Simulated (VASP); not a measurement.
**Os: single point with LDA**

Crystal: Os.

```
Os
1.0
     4.37642    0.00000    0.00000
    -2.18821    3.79009    0.00000
     0.00000    0.00000    2.74895
Os
3
Direct
  0.00000 0.00000 0.00000
  0.33333 0.66667 0.50000
  0.66667 0.33333 0.50000
```

This isn't the form of Os at room conditions, which is hcp.

```json
{
  "Program": "VASP 6.6.1",
  "Task": "single point",
  "Functional": "LDA",
  "Potentials or basis": "VASP PAW LDA potentials, release 64 (Os)",
  "Cutoff": "520 eV",
  "k mesh": "10 × 10 × 13",
  "Occupations": "fermi-dirac, width 0.1 eV",
  "Spin": "no spin polarisation",
  "Dipole correction": "no",
  "Further INCAR settings": "ALGO = Normal; EDIFF = 1e-07; NBANDS = 19"
}
```

```yaml
Pressure: -26.7 GPa
Band_gap_on_the_k_mesh: zero (bands 12 and 13 overlap by 2.35 eV)
```

Stress tensor (GPa, compression positive):
```
-28.26   0.00   0.00
  0.00 -28.26   0.00
  0.00   0.00 -23.57
```

Levels at points of the mesh, in eV from the Fermi level:
```csv
k point,band 8,band 9,band 10,band 11,band 12,band 13,band 14,band 15,band 16,band 17
"(0.00, 0.00, 0.00)",-3.08,-2.23,-2.23,-1.44,-1.44,-1.38,-1.38,2.17,2.17,6.67
"(0.50, 0.00, 0.00)",-2.93,-2.76,-1.18,-1.14,0.20,0.29,1.11,1.11,1.19,1.45
```

Run time: 110 s on 1 thread of Intel Xeon 8259CL, on a shared host, peak memory 0.2 GiB.

Caveat: the cell stands under tension; spin-orbit coupling is left out, which moves the levels of the heavy elements.
